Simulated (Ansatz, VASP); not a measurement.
## Two plane-wave programs on Sc

File INCAR:

```
SYSTEM = Sc
ALGO = Normal ; EDIFF = 1E-7
ENCUT = 520 ; GGA = RE
ISIF = 2 ; ISMEAR = -1
LASPH = .True. ; LCHARG = .True.
LELF = .True. ; LREAL = .False.
LVHAR = .True. ; LWAVE = .False.
NBANDS = 12 ; NELM = 80
PREC = Accurate ; SIGMA = 0.1
```

Contents of KPOINTS:

```
k-points
0
Gamma
  12 12 12
  0 0 0
```

Contents of POSCAR:

```
Sc
1.0
    2.9257224222      0.0000000000      0.0000000000
    0.0000000000      2.9257224222      0.0000000000
    0.0000000000      0.0000000000      2.9257224222
Sc
1
Direct
    0.0000000000      0.0000000000      0.0000000000
```

Input for Ansatz:

```yaml
crystal:
  lattice:
    - [2.9257224222, 0.0, 0.0]
    - [0.0, 2.9257224222, 0.0]
    - [0.0, 0.0, 2.9257224222]
  atoms:
    - { symbol: Sc, position: [0.0, 0.0, 0.0] }
hamiltonian:
  xc: revpbe
  pseudopotentials:
    kind: paw
    azcp:
      Sc: "pseudopotentials/Sc.paw.azcp"
basis:
  ecutwfc: 420
  fft_grid_basis: typed
kpoints:
  mp_grid: { grid: [12, 12, 12], shift: [0, 0, 0] }
magnetization:
  spin_polarized: false
scf:
  occupations: { method: fermi_dirac, width: 0.1 }
  lower_state_search: "off"
output:
  stress: true
```

Alike in both runs: task single point; functional revPBE; k mesh 12 × 12 × 12; occupations fermi-dirac, width 0.1 eV; no spin polarisation.

|  | VASP | Ansatz |
| --- | --- | --- |
| version | VASP 6.6.1 | Ansatz 0.2.0 |
| potentials or method | VASP PAW PBE potentials, release 64 (Sc_sv), cutoff 520 eV | plane waves (420 eV) with PAW, scalar-relativistic |
| valence electrons in the cell | 11 | 11 |

```tsv
	VASP	Ansatz	Ansatz less VASP
pressure (GPa)	3.2	3.1	-0.04
```

VASP's potentials were made for PBE, not for revPBE.
